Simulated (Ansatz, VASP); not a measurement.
## Two plane-wave programs on Co

```xyz
2
Lattice="2.2680 0.0000 0.0000 -1.1340 1.9641 0.0000 0.0000 0.0000 3.6812" Properties=species:S:1:pos:R:3 pbc="T T T"
Co    0.0000    1.3094    0.9203
Co    1.1340    0.6547    2.7609
```

Change from the starting cell: volume scaled by 0.74, no spin polarisation, PAW files.

Alike in both runs: task single point; functional PBE; k mesh 15 × 15 × 8; occupations fermi-dirac, width 0.08 eV; no spin polarisation.

|  | VASP | Ansatz |
| --- | --- | --- |
| version | VASP 6.6.1 | Ansatz 0.2.0 |
| potentials or method | VASP PAW PBE potentials, release 64 (Co) | PAW with Ansatz's default frozen-core files, scalar-relativistic |
| plane-wave cutoff (eV) | 520 | 420 |
| valence electrons in the cell | 18 | 34 |

Ansatz gave:

| Quantity | Value |
| --- | --- |
| pressure (GPa) | 101.4 |
| traceless stress, the component that is largest in VASP (GPa) | -1.76 |

Q: What did VASP give for the same quantities?

A: Pressure (GPa): 98.7; traceless stress, the component that is largest in VASP (GPa): -1.80.

Both programs put the cell under a high pressure, so it lies far from rest at this level. The functional is the same, so the differences come from potentials, cutoffs and numerics. VASP's potentials hold 18 valence electrons a cell and Ansatz's 34, so a difference there can come from the potentials and not from the codes.

Noted on VASP's run: the cell as given lies far from equilibrium.
